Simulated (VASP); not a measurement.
# Bi: single point with PBEsol

Crystal: Bi.

```
CELL_PARAMETERS angstrom
2.27300 1.31232 3.95400
-2.27300 1.31232 3.95400
0.00000 -2.62463 3.95400
ATOMIC_POSITIONS crystal
Bi 0.23389 0.23389 0.23389
Bi 0.76611 0.76611 0.76611
```

| Item | Value |
| --- | --- |
| Program | VASP 6.6.1 |
| Task | single point |
| Functional | PBEsol |
| Potentials or basis | VASP PAW PBE potentials, release 64 (Bi_d) |
| Cutoff | 520 eV |
| k mesh | 10 × 10 × 10 |
| Occupations | fermi-dirac, width 0.03 eV |
| Spin | no spin polarisation |
| Dipole correction | no |
| k mesh for the DOS | 15 × 15 × 15 |
| Occupations for the DOS | tetrahedron |
| Further INCAR settings | ALGO = Normal; EDIFF = 1e-06 |

| Quantity | Value |
| --- | --- |
| Valence electrons inside the program's atomic spheres | Bi 12.79 |

Levels at points of the mesh, in eV from the Fermi level:
| k point | band 11 | band 12 | band 13 | band 14 | band 15 | band 16 | band 17 | band 18 | band 19 |
| --- | --- | --- | --- | --- | --- | --- | --- | --- | --- |
| (0.00, 0.00, 0.00) | -12.99 | -7.40 | -1.37 | -1.11 | -1.11 | 2.57 | 3.04 | 3.04 | 5.72 |

Run time: 3.4 min on 1 thread of Intel(R) Xeon(R) Platinum 8488C (Sapphire Rapids), with other jobs on the host, peak memory 0.48 GiB.

Caveat: spin-orbit coupling is left out, which moves the levels of the heavy elements.
